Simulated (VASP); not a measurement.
Crystal: As.

```
As
1.0
     4.56640    0.00000    0.00000
    -2.28320    3.95462    0.00000
     0.00000    0.00000    2.83374
As
2
Direct
  0.33333 0.66667 0.00000
  0.66667 0.33333 0.00000
```

| Property | Result |
| --- | --- |
| Program | VASP 6.6.1 |
| Task | relaxation of cell and atoms |
| Functional | PBEsol |
| Potentials or basis | VASP PAW PBE potentials, release 64 (As) |
| Cutoff | 600 eV |
| k mesh | 7 × 7 × 9 |
| Occupations | fermi-dirac, width 0.05 eV |
| Spin | no spin polarisation |

At the start: pressure -2.6 GPa; volume 25.59 Å³/atom.

**Question.** How do energy, volume and symmetry change on relaxing?

**Answer.** Over 5 steps the energy falls by 11.0 meV/atom and the volume is 24.39 Å³/atom (-4.7 %); space group P6/mmm (No. 191, to 0.05 Å).

The path:
```
step  energy change (eV)  largest force (eV/Å)  pressure (GPa)  volume (Å³)
   1              0.0000                0.0002           -2.61        51.17
   2             -0.0159                0.0001            1.04        48.14
   3             -0.0211                0.0001           -0.24        49.11
   4             -0.0221                0.0000            0.01        48.75
   5             -0.0221                0.0000           -0.02        48.79
```

Final structure:
```
CELL_PARAMETERS angstrom
4.48413 0.00003 0.00000
-2.24204 3.88339 0.00000
0.00000 0.00000 2.80180
ATOMIC_POSITIONS crystal
As 0.33333 0.66667 0.00000
As 0.66667 0.33333 0.00000
```

Caveat: the PAW data sets were made with another functional, which shifts forces and pressure a little.
